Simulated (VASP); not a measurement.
# PbS: single point with PBEsol

PbS:

```
Pb S
1.0
     2.07995   -5.99130    0.00000
     2.07995    5.99130    0.00000
     0.00000    0.00000    4.27932
Pb S
2 2
Direct
  0.13056 0.86944 0.25000
  0.86944 0.13056 0.75000
  0.35480 0.64520 0.25000
  0.64520 0.35480 0.75000
```

```json
{"Program": "VASP 6.6.1", "Task": "single point", "Functional": "PBEsol", "Potentials or basis": "VASP PAW PBE potentials, release 64 (Pb_d, S)", "Cutoff": "520 eV", "k mesh": "5 × 5 × 4", "Occupations": "fermi-dirac, width 0.05 eV", "Spin": "no spin polarisation", "Dipole correction": "no", "Further INCAR settings": "ALGO = Normal; EDIFF = 1e-07; NBANDS = 28"}
```

```
Pressure               : -1.9 GPa
Largest force          : 0.042 eV/Å
Band gap on the k mesh : 1.20 eV, direct
```

Forces in eV/Å, atoms in the order of the input:
```
Pb   0.000 -0.042  0.000
Pb   0.000  0.042  0.000
S    0.000  0.007  0.000
S    0.000 -0.007  0.000
```

Stress tensor (GPa, compression positive):
```
-2.00  0.00  0.00
 0.00 -1.64  0.00
 0.00  0.00 -2.19
```

Levels at points of the mesh, in eV from the valence-band top:
| k point | band 17 | band 18 | band 19 | band 20 | band 21 | band 22 | band 23 | band 24 |
| --- | --- | --- | --- | --- | --- | --- | --- | --- |
| (0.00, 0.00, 0.00) | -2.34 | -1.60 | -1.42 | -0.43 | 4.66 | 4.66 | 4.88 | 5.59 |
| (0.00, 0.00, 0.50) | -1.06 | -1.06 | -0.07 | -0.07 | 1.79 | 1.79 | 2.78 | 2.78 |

Run time: 4.3 min on 1 thread of AMD EPYC 7R13, on a shared host, peak memory 0.26 GiB.

Caveat: the PAW data sets were made with another functional, which shifts forces and pressure a little; spin-orbit coupling is left out, which moves the levels of the heavy elements. A k mesh can miss the band edges.
